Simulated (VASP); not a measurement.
C (a cell with a defect), 29 atoms in the cell. The cell holds a defect, 29 atoms: a = 6.526 Å, b = 6.526 Å, c = 8.465 Å, α = 90.00°, β = 90.00°, γ = 120.00°.  This cell differs from its parent crystal: with an interstitial atom, then relaxed in part.

* Program: VASP 6.6.1
* Task: single point
* Functional: PBE
* Potentials or basis: VASP PAW PBE potentials, release 64 (C)
* Cutoff: 520 eV
* k mesh: 4 × 4 × 3
* Occupations: gaussian, width 0.1 eV
* Spin: no spin polarisation
* Dipole correction: no
* Further INCAR settings: LREAL = Auto; ALGO = Normal; EDIFF = 1e-06; NBANDS = 78

Potentials or basis: VASP PAW PBE potentials, release 64 (C).

The run is started by

```bash
$ cat potpaw_PBE.64/C/POTCAR > POTCAR
$ mpirun -np 1 vasp_std > vasp.out
```

Hardware: 1 thread of Intel(R) Xeon(R) Platinum 8259CL CPU @ 2.50GHz (Skylake/Cascade Lake), with other jobs on the host.

Estimate the wall time of this run.

Run time: 15 min on 1 thread of Intel(R) Xeon(R) Platinum 8259CL CPU @ 2.50GHz (Skylake/Cascade Lake), on a shared host, peak memory 0.6 GiB. Counts: scf iterations 15, k points 26.
